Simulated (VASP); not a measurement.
# LiF in VASP: notebook

The runs below take LiF through single point, with PBE, PBE0, PBE-based global hybrid with 10 % exact exchange, PBE-based global hybrid with 15 % exact exchange, PBE-based global hybrid with 25 % exact exchange.

Everything below comes from runs of VASP 6.6.1. Logs are shortened: lines on timing, memory, paths and dates and some standing lists are left out, and cuts for length are marked.

## Step 1: The cell of the first run

It takes space group I4mm (No. 107, tetragonal). Conventional cell: a = 2.848 Å, b = 2.848 Å, c = 4.068 Å, α = 90.00°, β = 90.00°, γ = 90.00°. F (site symmetry 4mm) has 6 Li at 1.99 to 2.07 Å within 2.6 Å. Li (site symmetry 4mm) has 6 F at 1.99 to 2.07 Å within 2.6 Å.

## Step 2: Single point, PBE (last atom moved by 0.04 Å along z, cell strained by +1.0% along z)

The input, INCAR:

```
SYSTEM = LiF
ADDGRID  = .FALSE.      
ALGO     = Normal         ! electronic algorithm
EDIFF    = 1E-8           ! SCF threshold, eV
EFERMI   = MIDGAP       
ENCUT    = 1050           ! plane-wave cutoff, eV
GGA      = PE             ! functional
GGA_COMPAT= .FALSE.      
ISIF     = 2              ! what is computed and relaxed
ISMEAR   = 0              ! smearing method
LASPH    = .TRUE.         ! aspherical terms in the spheres
LCHARG   = .FALSE.        ! write CHGCAR
LREAL    = .FALSE.        ! projectors in reciprocal space
LWAVE    = .FALSE.        ! write WAVECAR
NELM     = 120            ! most SCF steps
PREC     = Accurate       ! precision mode
SIGMA    = 0.03           ! smearing width, eV
```

The input, KPOINTS:

```
Automatic mesh
0
Gamma
  18 18 18
  0 0 0
```

The input, POSCAR:

```
LiF
1.0
    0.0000000000      2.0140000000      2.0341400000
    2.0140000000      0.0000000000      2.0341400000
    2.0140000000      2.0140000000      0.0000000000
F Li
1 1
Direct
    0.5000000000      0.5000000000      0.5000000000
    0.0099304900      0.0099304900     -0.0099304900
```

Potentials or basis: VASP PAW PBE potentials, release 64 (F, Li_sv).

Run with:

```bash
$ cat potpaw_PBE.64/F/POTCAR potpaw_PBE.64/Li_sv/POTCAR > POTCAR
$ mpirun -np 1 vasp_std > vasp.out
```

OUTCAR:

```text
SYSTEM = LiF
   EDIFF = 1E-8
   EFERMI = MIDGAP
   ENCUT = 1050
   GGA = PE
   ISIF = 2
   ISMEAR = 0
   LASPH = .TRUE.
   LREAL = .FALSE.
   NELM = 120
   PREC = Accurate

 ion  position               nearest neighbor table
   1  0.500  0.500  0.500-   2 1.99   2 2.01   2 2.01   2 2.01   2 2.01   2 2.07
   2  0.010  0.010  0.990-   1 1.99   1 2.01   1 2.01   1 2.01   1 2.01   1 2.07

  LATTYP: Found a body centered tetragonal cell.
 ALAT       =     2.8482261146
 C/A-ratio  =     1.4283556980

  Lattice vectors:

 A1 = (  -2.0140000000,   0.0000000000,   2.0341400000)
 A2 = (   2.0140000000,   0.0000000000,   2.0341400000)
 A3 = (   0.0000000000,   2.0140000000,  -2.0341400000)

Analysis of symmetry for initial positions (statically):
=====================================================================
 Subroutine PRICEL returns:
 Original cell was already a primitive cell.

 Routine SETGRP: Setting up the symmetry group for a
 body centered tetragonal supercell.

 Subroutine GETGRP returns: Found  8 space group operations
 (whereof  8 operations were pure point group operations)
 out of a pool of 16 trial point group operations.

The static configuration has the point symmetry C_4v.

Analysis of symmetry for dynamics (positions and initial velocities):
=====================================================================
 Subroutine PRICEL returns:
 Original cell was already a primitive cell.

 Routine SETGRP: Setting up the symmetry group for a
 body centered tetragonal supercell.

 Subroutine GETGRP returns: Found  8 space group operations
 (whereof  8 operations were pure point group operations)
 out of a pool of 16 trial point group operations.

The dynamic configuration has the point symmetry C_4v.

 Subroutine INISYM returns: Found  8 space group operations
 (whereof  8 operations are pure point group operations),
 and found     1 'primitive' translations

----------------------------------------------------------------------------------------

                                     Primitive cell

  volume of cell :      16.5017

  direct lattice vectors                    reciprocal lattice vectors
     0.000000000  2.014000000  2.034140000    -0.248262165  0.248262165  0.245804124
     2.014000000  0.000000000  2.034140000     0.248262165 -0.248262165  0.245804124
     2.014000000  2.014000000  0.000000000     0.248262165  0.248262165 -0.245804124

  length of vectors
     2.862502671  2.862502671  2.848226115     0.428588231  0.428588231  0.428588231

  position of ions in fractional coordinates (direct lattice)
     0.500000000  0.500000000  0.500000000
[... 90 lines left out ...]
   PSTRESS=    0.0 pullay stress
   NELECT =      10.0000    total number of electrons
   NUPDOWN=      -1.0000    fix difference up-down
   EMIN   =  10.00;   EMAX   =-10.00  energy-range for DOS
   EFERMI =   0.00;   METHOD = MIDGAP
   ISMEAR =     0;   SIGMA  =   0.03  broadening in eV -4-tet -1-fermi 0-gaus
   EFERMI_NEDOS =   21; number of points for ismear=-14 and -15
   IALGO  =     38    algorithm
   IMIX   =      4    mixing-type and parameters
     AMIX     =   0.40;   BMIX     =  1.00
     AMIX_MAG =   1.60;   BMIX_MAG =  1.00
  volume/ion in A,a.u.               =       8.25        55.68
  Fermi-wavevector in a.u.,A,eV,Ry     =   1.385367  2.617964 26.112877  1.919242
  Thomas-Fermi vector in A             =   2.509784
   LORBIT       =      0    0 simple, 1 ext, 2 COOP (PROOUT), +10 PAW based schemes
   GGA     = PE    functional components
   LHFCALC =     F    Hartree Fock is set to
   AEXX    =    0.0000 exact exchange contribution
   IVDW    =     0    specifies the selected vdW correction
   LEPSILON=     F    determine dielectric tensor
   LRPA    =     F    only Hartree local field effects (RPA)

   CSHIFT  =0.1000    complex shift for real part using Kramers Kronig

   OMEGAMAX=  -1.0    maximum frequency
 non-spin polarized calculation
 Gauss-broadening in eV      SIGMA  =   0.03
  energy-cutoff  :     1050.00
  volume of cell :       16.50
 maximum number of plane-waves:      1307
   NGX = 15   NGY = 15   NGZ = 15

 number of electron      10.0000001 magnetization

 Free energy of the ion-electron system (eV)
  ---------------------------------------------------
  ext. energy  EPLUGINS =         0.00000000
  ---------------------------------------------------
  free energy    TOTEN  =        -9.64295429 eV

  energy without entropy =       -9.64295429  energy(sigma->0) =       -9.64295429

 E-fermi :   3.4075     XC(G=0):  -9.9350

 val. band max:       -1.0781269954   @ k =   0.0000   0.0000   0.0000
 cond. band min:       7.8930913212   @ k =   0.0000   0.0000   0.0000
 fundamental gap:      8.9712183165
 Fermi energy:         3.4074821629

 k-point     1 :       0.0000    0.0000    0.0000
  band No.  band energies     occupation
      1     -42.0139      2.00000
      2     -21.0370      2.00000
      3      -1.0980      2.00000
      4      -1.0980      2.00000
      5      -1.0781      2.00000
      6       7.8931      0.00000
      7      22.6133      0.00000
      8      22.6894      0.00000
      9      22.6896      0.00000
[... 265 lines left out ...]
 k-point    24 :      -0.2222    0.0556    0.0000
  band No.  band energies     occupation
      1     -41.9863      2.00000
      2     -20.8335      2.00000
      3      -2.3861      2.00000
      4      -1.3176      2.00000
      5      -1.1540      2.00000
      6       9.2041      0.00000
      7      16.7886      0.00000
      8      19.2634      0.00000
      9      19.6012      0.00000

 [... further k-points ...]

------------------------ aborting loop because EDIFF is reached ----------------------------------------

  FORCE on cell =-STRESS in cart. coord.  units (eV):
  Direction    XX          YY          ZZ          XY          YZ          ZX
  --------------------------------------------------------------------------------------
  -------------------------------------------------------------------------------------
  Total        0.1354213      0.1354213      0.0861907      0.0000000      0.0000000      0.0000000
  in kB       13.1482412     13.1482412      8.3683761      0.0000000      0.0000000      0.0000000
  external PRESSURE =      11.5549528 kB  Pullay stress =       0.0000000 kB

 VOLUME and BASIS-vectors are now :
 -----------------------------------------------------------------------------
  energy-cutoff  :     1050.00
  volume of cell :       16.50
      direct lattice vectors                 reciprocal lattice vectors
     0.000000000  2.014000000  2.034140000    -0.248262165  0.248262165  0.245804124
     2.014000000  0.000000000  2.034140000     0.248262165 -0.248262165  0.245804124
     2.014000000  2.014000000  0.000000000     0.248262165  0.248262165 -0.245804124

 POSITION                                       TOTAL-FORCE (eV/Angst)
 -----------------------------------------------------------------------------------
      2.01400      2.01400      2.03414         0.000000      0.000000      0.053823
      2.01400      2.01400      0.04040         0.000000      0.000000     -0.053823
 -----------------------------------------------------------------------------------
    total drift:                                0.000000      0.000000      0.000084

  FREE ENERGIE OF THE ION-ELECTRON SYSTEM (eV)
  ---------------------------------------------------
  free  energy   TOTEN  =        -9.6429542911 eV

  energy  without entropy=       -9.6429542911  energy(sigma->0) =       -9.64295429
```

stdout:

```text
POSCAR found type information on POSCAR F Li
 POSCAR found :  2 types and       2 ions
 scaLAPACK will be used
 LDA part: xc-table for (Slater+PW92), standard interpolation
 POSCAR, INCAR and KPOINTS ok, starting setup
 FFT: planning ... GRIDC
 FFT: planning ... GRID_SOFT
 FFT: planning ... GRID
 WAVECAR not read
 entering main loop
```

It took 71 s on 1 thread of Intel Xeon 6975P-C (Granite Rapids), shared host; peak memory 0.32 GiB.

What came out:

| Quantity | Value |
| --- | --- |
| Free energy | -9.6430 eV |
| Pressure | 1.2 GPa |
| Largest force | 0.054 eV/Å |
| Band gap on the k mesh | 8.97 eV |

Forces in eV/Å, atoms in the order of the input:
```
F    0.000  0.000  0.054
Li   0.000  0.000 -0.054
```

Levels at points of the mesh, in eV from the valence-band top:
| k point | band 2 | band 3 | band 4 | band 5 | band 6 | band 7 | band 8 | band 9 |
| --- | --- | --- | --- | --- | --- | --- | --- | --- |
| (0.00, 0.00, 0.00) | -19.96 | -0.02 | -0.02 | 0.00 | 8.97 | 23.69 | 23.77 | 23.77 |
| (0.50, 0.00, 0.00) | -19.53 | -2.50 | -0.25 | -0.23 | 10.72 | 16.58 | 18.75 | 18.90 |
| (0.50, 0.50, 0.00) | -19.28 | -2.98 | -0.98 | -0.98 | 14.57 | 16.51 | 17.30 | 20.21 |

Caveat: the cell differs from its parent crystal (last atom moved by 0.04 Å along z, cell strained by +1.0% along z).

## Step 3: Single point, PBE0

This run uses another cell than the first one, of 7.68 Å³/atom.

The input, POSCAR:

```
LiF
1.0
    0.0000000000      1.9728864230      1.9728864230
    1.9728864230      0.0000000000      1.9728864230
    1.9728864230      1.9728864230      0.0000000000
F Li
1 1
Direct
    0.5000000000      0.5000000000      0.5000000000
    0.0000000000      0.0000000000      0.0000000000
```

The input, INCAR.step1:

```
SYSTEM = LiF
ALGO     = Normal         ! electronic algorithm
EDIFF    = 1E-5           ! SCF threshold, eV
ENCUT    = 520            ! plane-wave cutoff, eV
GGA      = PE             ! functional
ISIF     = 2              ! what is computed and relaxed
ISMEAR   = -1             ! smearing method
LASPH    = .True.         ! aspherical terms in the spheres
LCHARG   = .False.        ! write CHGCAR
LREAL    = .False.        ! projectors in reciprocal space
LWAVE    = .True.         ! write WAVECAR
NBANDS   = 12             ! bands
NELM     = 80             ! most SCF steps
PREC     = Accurate       ! precision mode
SIGMA    = 0.05           ! smearing width, eV
```

The input, INCAR.step2:

```
SYSTEM = LiF
AEXX     = 0.25           ! exact-exchange fraction
ALGO     = Normal         ! electronic algorithm
EDIFF    = 1E-7           ! SCF threshold, eV
ENCUT    = 520            ! plane-wave cutoff, eV
GGA      = PE             ! functional
ISIF     = 2              ! what is computed and relaxed
ISMEAR   = -1             ! smearing method
ISTART   = 1            
LASPH    = .True.         ! aspherical terms in the spheres
LCHARG   = .False.        ! write CHGCAR
LHFCALC  = .True.         ! exact exchange
LREAL    = .False.        ! projectors in reciprocal space
LWAVE    = .False.        ! write WAVECAR
NBANDS   = 12             ! bands
NELM     = 80             ! most SCF steps
PREC     = Accurate       ! precision mode
PRECFOCK = Normal       
SIGMA    = 0.05           ! smearing width, eV
```

The input, KPOINTS:

```
k-points
0
Gamma
  8 8 8
  0 0 0
```

Potentials or basis: VASP PAW PBE potentials, release 64 (F, Li_sv).

Run with:

```bash
$ cat potpaw_PBE.64/F/POTCAR potpaw_PBE.64/Li_sv/POTCAR > POTCAR
$ cp INCAR.step1 INCAR
$ mpirun -np 1 vasp_std > vasp.out
$ cp INCAR.step2 INCAR
$ mpirun -np 1 vasp_std > vasp.out
```

It took 8.5 min on 1 thread of Intel Xeon Platinum 8488C (Sapphire Rapids), shared host; peak memory 0.15 GiB.

Results (log left out):

```
Free energy            : -11.9035 eV
Band gap on the k mesh : 12.76 eV
```

Levels at points of the mesh, in eV from the valence-band top:
```
           k point  band 3  band 4  band 5  band 6  band 7  band 8
(0.00, 0.00, 0.00)    0.00    0.00    0.00   12.76   28.26   28.26
(0.50, 0.00, 0.00)   -2.88   -0.27   -0.27   14.23   20.98   22.70
(0.50, 0.50, 0.00)   -3.43   -1.16   -1.16   18.83   19.84   21.58
```

Caveat: the cutoff is under 1.25 times the usual one of these potentials, so pressure, stress and relaxed cells hold a basis-set (Pulay) error; the PAW data sets were made with another functional, which shifts forces and pressure a little. A k mesh can miss the band edges.

## Step 4: Single point, PBE-based global hybrid with 10 % exact exchange

This run uses another cell than the first one, of 8.17 Å³/atom.

The input, POSCAR:

```
LiF
1.0
    0.0000000000      2.0140000000      2.0140000000
    2.0140000000      0.0000000000      2.0140000000
    2.0140000000      2.0140000000      0.0000000000
F Li
1 1
Direct
    0.5000000000      0.5000000000      0.5000000000
    0.0000000000      0.0000000000      0.0000000000
```

The input, INCAR.step1:

```
SYSTEM = LiF
  ALGO = Normal
  EDIFF = 1E-5
  ENCUT = 520
  GGA = PE
  ISIF = 2
  ISMEAR = -1
  LASPH = .TRUE.
  LREAL = .FALSE.
  LWAVE = .TRUE.
  NBANDS = 12
  NELM = 80
  PREC = Accurate
  SIGMA = 0.05
```

The input, INCAR.step2:

```
SYSTEM = LiF
  AEXX = 0.1
  ALGO = Normal
  EDIFF = 1E-6
  ENCUT = 520
  GGA = PE
  ISIF = 2
  ISMEAR = -1
  ISTART = 1
  LASPH = .TRUE.
  LCHARG = .TRUE.
  LELF = .TRUE.
  LHFCALC = .TRUE.
  LREAL = .FALSE.
  LVHAR = .TRUE.
  LWAVE = .FALSE.
  NBANDS = 12
  NELM = 80
  PREC = Accurate
  PRECFOCK = Normal
  SIGMA = 0.05
```

The input, KPOINTS:

```
k-points
0
G
  7 7 7
  0 0 0
```

Run with:

```bash
$ cat potpaw_PBE.64/F/POTCAR potpaw_PBE.64/Li_sv/POTCAR > POTCAR
$ cp INCAR.step1 INCAR
$ mpirun -np 1 vasp_std > vasp.out
$ cp INCAR.step2 INCAR
$ mpirun -np 1 vasp_std > vasp.out
```

It took 5.3 min on 1 thread of AMD EPYC 7R13 (Zen 3), shared host; peak memory 0.11 GiB.

The run converged. Its results:

| Item | Value |
| --- | --- |
| Free energy | -10.5416 eV |
| Band gap on the k mesh | 10.31 eV |

Levels at points of the mesh, in eV from the valence-band top:
```tsv
k point	band 2	band 3	band 4	band 5	band 6	band 7	band 8	band 9
(0.00, 0.00, 0.00)	-20.62	0.00	0.00	0.00	10.31	25.34	25.34	25.34
```

Caveat: the cutoff is under 1.25 times the usual one of these potentials, so pressure, stress and relaxed cells hold a basis-set (Pulay) error; the PAW data sets were made with another functional, which shifts forces and pressure a little.

[end of part 1 of 2]
